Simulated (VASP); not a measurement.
Write the native input for VASP 6.6.1 that does the following.

```yaml
Task: single point
Functional: r2SCAN
Potentials_or_basis: VASP PAW PBE potentials, release 64 (B, P)
Cutoff: 520 eV
k_mesh: 10 × 10 × 10
Occupations: gaussian, width 0.05 eV
Spin: no spin polarisation
Dipole_correction: no
Further_INCAR_settings: ALGO = Normal; EDIFF = 1e-06; NBANDS = 11
```

Crystal: BP.

```
CELL_PARAMETERS angstrom
0.00000 2.17824 2.45052
2.17824 0.00000 2.45052
2.17824 2.17824 0.00000
ATOMIC_POSITIONS crystal
B 0.00000 0.00000 0.00000
P 0.75000 0.75000 0.75000
```

This cell differs from its parent crystal: strain -0.040 along x and y, +0.080 along z.

The input as run:

POSCAR

```
BP
1.0
    0.0000000000      2.1782400000      2.4505200000
    2.1782400000      0.0000000000      2.4505200000
    2.1782400000      2.1782400000      0.0000000000
B P
1 1
Direct
    0.0000000000      0.0000000000      0.0000000000
    0.7500000000      0.7500000000      0.7500000000
```

INCAR.step1

```
SYSTEM = BP
  ALGO = Normal
  EDIFF = 1E-4
  ENCUT = 520
  GGA = PE
  ISMEAR = 0
  LASPH = .TRUE.
  LCHARG = .FALSE.
  LREAL = .FALSE.
  LWAVE = .TRUE.
  NBANDS = 11
  NELM = 100
  PREC = Accurate
  SIGMA = 0.05
```

INCAR.step2

```
SYSTEM = BP
  ALGO = Normal
  EDIFF = 1E-6
  ENCUT = 520
  ISIF = 2
  ISMEAR = 0
  ISTART = 1
  LASPH = .TRUE.
  LCHARG = .FALSE.
  LMIXTAU = .TRUE.
  LREAL = .FALSE.
  LWAVE = .FALSE.
  METAGGA = R2SCAN
  NBANDS = 11
  NELM = 100
  PREC = Accurate
  SIGMA = 0.05
```

KPOINTS

```
k-points
0
G
  10 10 10
  0 0 0
```

Potentials or basis: VASP PAW PBE potentials, release 64 (B, P).

The run is started by

```console
$ cat potpaw_PBE.64/B/POTCAR potpaw_PBE.64/P/POTCAR > POTCAR
$ cp INCAR.step1 INCAR
$ mpirun -np 1 vasp_std > vasp.out
$ cp INCAR.step2 INCAR
$ mpirun -np 1 vasp_std > vasp.out
```

Results of the run:

| Property | Result |
| --- | --- |
| Pressure | 0.1 GPa |
| Band gap on the k mesh | 0.49 eV, indirect (least direct gap 3.02 eV) |

Caveat: the cell differs from its parent crystal (strain -0.040 along x and y, +0.080 along z); the PAW data sets were made with another functional, which shifts forces and pressure a little.

It took 30 s on 1 thread of Intel(R) Xeon(R) 6975P-C (Granite Rapids), on a shared host, peak memory 0.15 GiB.
